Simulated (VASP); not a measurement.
A run of VASP 6.6.1 is set up as follows.

INCAR

```
SYSTEM = Mg3H2
ALGO = Normal ; EDIFF = 1E-6
EDIFFG = -0.04 ; ENCUT = 600
GGA = PE ; IBRION = 2
ISIF = 3 ; ISMEAR = 0
LASPH = .TRUE. ; LCHARG = .FALSE.
LREAL = .FALSE. ; LWAVE = .FALSE.
NELM = 100 ; NSW = 90
PREC = Accurate ; SIGMA = 0.1
```

KPOINTS

```
k-points
0
G
  6 6 6
  0 0 0
```

POSCAR

```
Mg3H2
1.0
    2.8016476264      1.6175320112      5.0994194051
   -2.8016476264      1.6175320112      5.0994194051
    0.0000000000     -3.2350640226      5.0994194051
Mg H
6 4
Direct
    0.0562500000      0.4437500000      0.7500000000
    0.7500000000      0.0562500000      0.4437500000
    0.4437500000      0.7500000000      0.0562500000
    0.9437500000      0.5562500000      0.2500000000
    0.2500000000      0.9437500000      0.5562500000
    0.5562500000      0.2500000000      0.9437500000
    0.8521800000      0.8521800000      0.8521800000
    0.6478200000      0.6478200000      0.6478200000
    0.1478200000      0.1478200000      0.1478200000
    0.3521800000      0.3521800000      0.3521800000
```

Potentials or basis: VASP PAW PBE potentials, release 64 (Mg, H).

Launch:

```bash
$ cat potpaw_PBE.64/Mg/POTCAR potpaw_PBE.64/H/POTCAR > POTCAR
$ mpirun -np 1 vasp_std > vasp.out
```

Problem. Estimate the relaxed cell.

Solution. a = 6.071 Å, b = 6.071 Å, c = 6.071 Å, α = 54.11°, β = 54.11°, γ = 54.11°.

Problem. Estimate the space group after relaxing (to 0.1 Å).

Solution. R-3c (No. 167).

The path:
| step | energy change (eV) | largest force (eV/Å) | pressure (GPa) | volume (Å³) |
| --- | --- | --- | --- | --- |
| 1 | 0.0000 | 0.7328 | 0.79 | 138.66 |
| 2 | -0.1710 | 0.5313 | 0.01 | 140.02 |
| 3 | -0.4155 | 0.3073 | -1.65 | 144.14 |
| 4 | -0.4288 | 0.2819 | -1.93 | 145.16 |
| 5 | -0.5133 | 0.2768 | -0.34 | 139.54 |
| 6 | -0.5292 | 0.2715 | 0.83 | 136.06 |
| 7 | -0.5728 | 0.2167 | 0.56 | 136.37 |
| 8 | -0.6214 | 0.1528 | 0.10 | 136.97 |
| 9 | -0.6297 | 0.1828 | -0.05 | 137.24 |
| 10 | -0.6213 | 0.2339 | -0.26 | 137.75 |
| 11 | -0.6319 | 0.1970 | -0.11 | 137.37 |
| 12 | -0.6623 | 0.1020 | 0.08 | 136.88 |
| 13 | -0.6706 | 0.0120 | 0.31 | 136.49 |
